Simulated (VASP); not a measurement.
# LiF (F-43m) in VASP: further runs

The runs below take LiF through single point, with PBE.

Program: VASP 6.6.1. These are calculated values, not measurements. Logs are shortened: lines on timing, memory, paths and dates and some standing lists are left out, and cuts for length are marked.

## (1) The cell of the first run

It takes space group F-43m (No. 216, cubic). Conventional cell: a = 4.450 Å, b = 4.450 Å, c = 4.450 Å, α = 90.00°, β = 90.00°, γ = 90.00°. Within 2.6 Å of Li (site symmetry -43m) lie 4 F at 1.93 Å. Within 2.6 Å of F (site symmetry -43m) lie 4 Li at 1.93 Å.

## (2) Single point, PBE (volume scaled by 1.06)

Input file INCAR:

```
SYSTEM = LiF
  ALGO = Normal
  EDIFF = 1E-6
  ENCUT = 520
  GGA = PE
  ISIF = 2
  ISMEAR = 0
  LASPH = .TRUE.
  LCHARG = .FALSE.
  LREAL = .FALSE.
  LWAVE = .FALSE.
  NBANDS = 12
  NELM = 100
  PREC = Accurate
  SIGMA = 0.02
```

Input file KPOINTS:

```
k-points
0
G
  10 10 10
  0 0 0
```

Input file POSCAR:

```
LiF
1.0
    0.0000000000      2.2252147905      2.2252147905
    2.2252147905      0.0000000000      2.2252147905
    2.2252147905      2.2252147905      0.0000000000
Li F
1 1
Direct
    0.7500000000      0.7500000000      0.7500000000
    0.0000000000      0.0000000000      0.0000000000
```

Potentials or basis: VASP PAW PBE potentials, release 64 (Li_sv, F).

Run with:

```
cat potpaw_PBE.64/Li_sv/POTCAR potpaw_PBE.64/F/POTCAR > POTCAR
mpirun -np 1 vasp_std > vasp.out
```

OUTCAR:

```text
SYSTEM = LiF
   EDIFF = 1E-6
   ENCUT = 520
   GGA = PE
   ISIF = 2
   ISMEAR = 0
   LASPH = .TRUE.
   LREAL = .FALSE.
   NELM = 100
   PREC = Accurate

 ion  position               nearest neighbor table
   1  0.750  0.750  0.750-   2 1.93   2 1.93   2 1.93   2 1.93
   2  0.000  0.000  0.000-   1 1.93   1 1.93   1 1.93   1 1.93

  LATTYP: Found a face centered cubic cell.
 ALAT       =     4.4504295810

  Lattice vectors:

 A1 = (   0.0000000000,   2.2252147905,   2.2252147905)
 A2 = (   2.2252147905,   0.0000000000,   2.2252147905)
 A3 = (   2.2252147905,   2.2252147905,   0.0000000000)

Analysis of symmetry for initial positions (statically):
=====================================================================
 Subroutine PRICEL returns:
 Original cell was already a primitive cell.

 Routine SETGRP: Setting up the symmetry group for a
 face centered cubic supercell.

 Subroutine GETGRP returns: Found 24 space group operations
 (whereof 24 operations were pure point group operations)
 out of a pool of 48 trial point group operations.

The static configuration has the point symmetry T_d .

Analysis of symmetry for dynamics (positions and initial velocities):
=====================================================================
 Subroutine PRICEL returns:
 Original cell was already a primitive cell.

 Routine SETGRP: Setting up the symmetry group for a
 face centered cubic supercell.

 Subroutine GETGRP returns: Found 24 space group operations
 (whereof 24 operations were pure point group operations)
 out of a pool of 48 trial point group operations.

The dynamic configuration has the point symmetry T_d .

 Subroutine INISYM returns: Found 24 space group operations
 (whereof 24 operations are pure point group operations),
 and found     1 'primitive' translations

----------------------------------------------------------------------------------------

                                     Primitive cell

  volume of cell :      22.0367

  direct lattice vectors                    reciprocal lattice vectors
     0.000000000  2.225214790  2.225214790    -0.224697410  0.224697410  0.224697410
     2.225214790  0.000000000  2.225214790     0.224697410 -0.224697410  0.224697410
     2.225214790  2.225214790  0.000000000     0.224697410  0.224697410 -0.224697410

  length of vectors
     3.146928936  3.146928936  3.146928936     0.389187330  0.389187330  0.389187330

  position of ions in fractional coordinates (direct lattice)
     0.750000000  0.750000000  0.750000000
     0.000000000  0.000000000  0.000000000

  ion indices of the primitive-cell ions
   primitive index   ion index
                 1           1
                 2           2

----------------------------------------------------------------------------------------

 KPOINTS: k-points

Automatic generation of k-mesh.
 Grid dimensions read from file:
 generate k-points for:   10   10   10

 Generating k-lattice:

  Cartesian coordinates                     Fractional coordinates (reciprocal lattice)
    -0.022469741  0.022469741  0.022469741     0.100000000  0.000000000  0.000000000
     0.022469741 -0.022469741  0.022469741     0.000000000  0.100000000  0.000000000
     0.022469741  0.022469741 -0.022469741     0.000000000  0.000000000  0.100000000

  Length of vectors
     0.038918733  0.038918733  0.038918733

  Shift w.r.t. Gamma in fractional coordinates (k-lattice)
     0.000000000  0.000000000  0.000000000

 Subroutine IBZKPT returns following result:
 ===========================================

 Found     47 irreducible k-points:

 Following reciprocal coordinates:
            Coordinates               Weight
  0.000000  0.000000  0.000000      1.000000
  0.100000  0.000000  0.000000      8.000000
  0.200000  0.000000  0.000000      8.000000
  0.300000  0.000000  0.000000      8.000000
  0.400000  0.000000  0.000000      8.000000
  0.500000  0.000000  0.000000      4.000000
[... 16 lines left out ...]
  0.300000  0.300000  0.000000      6.000000
  0.400000  0.300000  0.000000     24.000000
 [... further k-points ...]
   k-points           NKPTS =     47   k-points in BZ     NKDIM =     47   number of bands    NBANDS=     12
   number of dos      NEDOS =    301   number of ions     NIONS =      2
   total plane-waves  NPLWV =  13824
   dimension x,y,z NGX =    24 NGY =   24 NGZ =   24
   dimension x,y,z NGXF=    48 NGYF=   48 NGZF=   48
   ions per type =               1   1
   NGX,Y,Z   is equivalent  to a cutoff of  12.68, 12.68, 12.68 a.u.
   NGXF,Y,Z  is equivalent  to a cutoff of  25.36, 25.36, 25.36 a.u.
 SYSTEM =  LiF
   PREC   = accura    normal or accurate (medium, high low for compatibility)
   ISTART =      0    job   : 0-new  1-cont  2-samecut
   ICHARG =      2    charge: 1-file 2-atom 10-const
   ISPIN  =      1    spin polarized calculation?
   LNONCOLLINEAR =      F non collinear calculations
   LSORBIT =      F    spin-orbit coupling
   LASPH  =      T    aspherical Exc in radial PAW
   ENCUT  =  520.0 eV  38.22 Ry    6.18 a.u.   5.85  5.85  5.85*2*pi/ulx,y,z
   NELM   =    100;   NELMIN=  2; NELMDL= -5     # of ELM steps
   EDIFF  = 0.1E-05   stopping-criterion for ELM
   LREAL  =      F    real-space projection
   EDIFFG = 0.1E-04   stopping-criterion for IOM
   NSW    =      0    number of steps for IOM
   IBRION =     -1    ionic relax: 0-MD 1-quasi-New 2-CG
   NFREE  =      0    steps in history (QN), initial steepest desc. (CG)
   ISIF   =      2    stress and relaxation
   ISYM   =      2    0-nonsym 1-usesym 2-fastsym
   POTIM  = 0.5000    time-step for ionic-motion
   TEBEG  =    0.0;   TEEND  =   0.0 temperature during run
   PSTRESS=    0.0 pullay stress
   NELECT =      10.0000    total number of electrons
   NUPDOWN=      -1.0000    fix difference up-down
   EMIN   =  10.00;   EMAX   =-10.00  energy-range for DOS
   EFERMI =   0.00;   METHOD = LEGACY
   ISMEAR =     0;   SIGMA  =   0.02  broadening in eV -4-tet -1-fermi 0-gaus
   EFERMI_NEDOS =   21; number of points for ismear=-14 and -15
   IALGO  =     38    algorithm
   IMIX   =      4    mixing-type and parameters
     AMIX     =   0.40;   BMIX     =  1.00
     AMIX_MAG =   1.60;   BMIX_MAG =  1.00
  volume/ion in A,a.u.               =      11.02        74.36
  Fermi-wavevector in a.u.,A,eV,Ry     =   1.258035  2.377342 21.533305  1.582653
  Thomas-Fermi vector in A             =   2.391665
   LORBIT       =      0    0 simple, 1 ext, 2 COOP (PROOUT), +10 PAW based schemes
   GGA     = PE    functional components
   LHFCALC =     F    Hartree Fock is set to
   AEXX    =    0.0000 exact exchange contribution
   IVDW    =     0    specifies the selected vdW correction
   LEPSILON=     F    determine dielectric tensor
   LRPA    =     F    only Hartree local field effects (RPA)
 non-spin polarized calculation
 Gauss-broadening in eV      SIGMA  =   0.02
  energy-cutoff  :      520.00
  volume of cell :       22.04
 maximum number of plane-waves:       609
   NGX = 11   NGY = 11   NGZ = 11

 number of electron      10.0000016 magnetization

 Free energy of the ion-electron system (eV)
  ---------------------------------------------------
  ext. energy  EPLUGINS =         0.00000000
  ---------------------------------------------------
  free energy    TOTEN  =        -9.61882135 eV

  energy without entropy =       -9.61882135  energy(sigma->0) =       -9.61882135

 E-fermi :  -2.8661     XC(G=0):  -8.3857

 val. band max:       -2.9952063672   @ k =   0.0000   0.0000   0.0000
 cond. band min:       4.3457565416   @ k =   0.0000   0.0000   0.0000
 fundamental gap:      7.3409629087
 Fermi energy:        -2.8661053094

 k-point     1 :       0.0000    0.0000    0.0000
  band No.  band energies     occupation
      1     -43.6665      2.00000
      2     -22.1712      2.00000
      3      -2.9952      2.00000
      4      -2.9952      2.00000
      5      -2.9952      2.00000
      6       4.3458      0.00000
      7      15.5458      0.00000
      8      15.5458      0.00000
      9      15.5458      0.00000
     10      23.6280      0.00000
     11      23.6280      0.00000
     12      23.6281      0.00000

 k-point     2 :       0.1000    0.0000    0.0000
  band No.  band energies     occupation
      1     -43.6642      2.00000
      2     -22.1566      2.00000
      3      -3.1877      2.00000
      4      -3.0173      2.00000
      5      -3.0173      2.00000
      6       4.6186      0.00000
      7      15.2845      0.00000
      8      15.5908      0.00000
      9      15.5908      0.00000
     10      22.5205      0.00000
     11      22.5605      0.00000
     12      22.5605      0.00000

 k-point     3 :       0.2000    0.0000    0.0000
  band No.  band energies     occupation
      1     -43.6584      2.00000
      2     -22.1195      2.00000
      3      -3.6562      2.00000
      4      -3.0741      2.00000
      5      -3.0741      2.00000
      6       5.3607      0.00000
      7      14.4193      0.00000
      8      15.6277      0.00000
      9      15.6277      0.00000
     10      21.6765      0.00000
     11      21.6765      0.00000
     12      21.8922      0.00000
[... 286 lines left out ...]
 k-point    23 :       0.3000    0.3000    0.0000
  band No.  band energies     occupation
      1     -43.6464      2.00000
      2     -22.0423      2.00000
      3      -3.9230      2.00000
      4      -3.4483      2.00000
      5      -3.4483      2.00000
      6       6.4586      0.00000
      7      14.0976      0.00000
      8      15.2330      0.00000
      9      15.2330      0.00000
     10      16.4009      0.00000
     11      23.6838      0.00000
     12      27.6229      0.00000

 k-point    24 :       0.4000    0.3000    0.0000
  band No.  band energies     occupation
      1     -43.6419      2.00000
      2     -22.0121      2.00000
      3      -4.1241      2.00000
      4      -3.5403      2.00000
      5      -3.5207      2.00000
      6       7.0060      0.00000
      7      12.8774      0.00000
      8      15.2457      0.00000
      9      15.2463      0.00000
     10      16.8996      0.00000
     11      23.2810      0.00000
     12      27.0602      0.00000

 [... further k-points ...]

------------------------ aborting loop because EDIFF is reached ----------------------------------------

  FORCE on cell =-STRESS in cart. coord.  units (eV):
  Direction    XX          YY          ZZ          XY          YZ          ZX
  --------------------------------------------------------------------------------------
  -------------------------------------------------------------------------------------
  Total       -0.4020676     -0.4020676     -0.4020676      0.0000000     -0.0000000      0.0000000
  in kB      -29.2323590    -29.2323590    -29.2323590      0.0000000     -0.0000000      0.0000000
  external PRESSURE =     -29.2323590 kB  Pullay stress =       0.0000000 kB

 VOLUME and BASIS-vectors are now :
 -----------------------------------------------------------------------------
  energy-cutoff  :      520.00
  volume of cell :       22.04
      direct lattice vectors                 reciprocal lattice vectors
     0.000000000  2.225214790  2.225214790    -0.224697410  0.224697410  0.224697410
     2.225214790  0.000000000  2.225214790     0.224697410 -0.224697410  0.224697410
     2.225214790  2.225214790  0.000000000     0.224697410  0.224697410 -0.224697410

 POSITION                                       TOTAL-FORCE (eV/Angst)
 -----------------------------------------------------------------------------------
      3.33782      3.33782      3.33782         0.000000      0.000000      0.000000
      0.00000      0.00000      0.00000        -0.000000     -0.000000     -0.000000
 -----------------------------------------------------------------------------------
    total drift:                                0.000001      0.000001      0.000001

  FREE ENERGIE OF THE ION-ELECTRON SYSTEM (eV)
  ---------------------------------------------------
  free  energy   TOTEN  =        -9.6188213511 eV

  energy  without entropy=       -9.6188213511  energy(sigma->0) =       -9.61882135
```

It took 18 s on 1 thread of AMD EPYC 7R13, shared host; peak memory 0.1 GiB.

What came out:

```yaml
Free_energy: -9.6188 eV
Band_gap_on_the_k_mesh: 7.34 eV, direct
```

Caveat: the cutoff is under 1.25 times the usual one of these potentials, so pressure, stress and relaxed cells hold a basis-set (Pulay) error. A k mesh can miss the band edges.

[end of part 1 of 2]
